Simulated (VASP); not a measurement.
Input of a VASP 6.6.1 run:

The input POSCAR:

```
HfO2
1.0
   -0.0352399403      2.4939423791      2.4939423791
    2.4939423791     -0.0352399403      2.4939423791
    2.4939423791      2.4939423791     -0.0352399403
Hf O
1 2
Direct
    0.0000000000      0.0000000000      0.0000000000
    0.2511892326      0.2511892326      0.2511892326
    0.7488107674      0.7488107674      0.7488107674
```

INCAR.step1

```
SYSTEM = HfO2
PREC = Accurate ; ENCUT = 520
ISMEAR = 0 ; SIGMA = 0.01
LREAL = .FALSE. ; LASPH = .TRUE.
NELM = 80 ; NBANDS = 18
GGA = PE ; ALGO = Normal
EDIFF = 1E-4 ; LWAVE = .TRUE.
LCHARG = .FALSE.
```

INCAR.step2

```
SYSTEM = HfO2
PREC = Accurate ; ENCUT = 520
EDIFF = 1E-6 ; ISMEAR = 0
SIGMA = 0.01 ; LREAL = .FALSE.
LASPH = .TRUE. ; NELM = 80
ALGO = Normal ; ISIF = 2
LWAVE = .FALSE. ; LCHARG = .FALSE.
METAGGA = R2SCAN ; LMIXTAU = .TRUE.
NBANDS = 18 ; ISTART = 1
```

Contents of KPOINTS:

```
regular mesh
0
G
  8 8 8
  0 0 0
```

Potentials or basis: VASP PAW PBE potentials, release 64 (Hf_pv, O).

Launch:

```sh
$ cat potpaw_PBE.64/Hf_pv/POTCAR potpaw_PBE.64/O/POTCAR > POTCAR
$ cp INCAR.step1 INCAR
$ mpirun -np 1 vasp_std > vasp.out
$ cp INCAR.step2 INCAR
$ mpirun -np 1 vasp_std > vasp.out
```

Question: Estimate the largest force.

Answer: 0.015 eV/Å.

Question: What does it give for the band gap on the k mesh?

Answer: 4.38 eV, direct.

Stress tensor (GPa, compression positive):
```
1.86 1.07 1.07
1.07 1.86 1.07
1.07 1.07 1.86
```

Caveat: the cell differs from its parent crystal (strain along [111] -2.1%); the PAW data sets were made with another functional, which shifts forces and pressure a little; spin-orbit coupling is left out, which moves the levels of the heavy elements. A k mesh can miss the band edges.
